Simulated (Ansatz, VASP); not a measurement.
## Ni: VASP beside Ansatz

```
Ni
1.0
     0.00000    1.77345    1.77345
     1.77345    0.00000    1.77345
     1.77345    1.77345    0.00000
Ni
1
Direct
  0.00000 0.00000 0.00000
```

Alike in both runs: task single point; functional r2SCAN; k mesh 20 × 20 × 20; occupations gaussian, width 0.1 eV; collinear spin.

|  | VASP | Ansatz |
| --- | --- | --- |
| version | VASP 6.6.1 | Ansatz 0.2.0 |
| potentials or method | VASP PAW PBE potentials, release 64 (Ni), cutoff 520 eV | scalar-relativistic, plane waves, PAW |
| valence electrons in the cell | 10 | 18 |

|  | VASP | Ansatz | Ansatz less VASP |
| --- | --- | --- | --- |
| gap on the k mesh at the Fermi level (eV) | none | none | - |
| pressure (GPa) | -10.4 | -11.0 | -0.59 |
| net moment per atom (μB) | 0.76 | 0.78 | +0.018 |
| size of the moment on the site where the two differ most (μB) | 0.79 | 0.85 | +0.062 |

VASP's potentials were made for PBE, not for r2SCAN. Site moments also hang on the region over which each program counts them. A gap of «none» marks a metal or a gap that the smearing closes. VASP's potentials hold 10 valence electrons a cell and Ansatz's 18, so a difference there can come from the potentials and not from the codes. Ansatz's warnings: stability check not made.
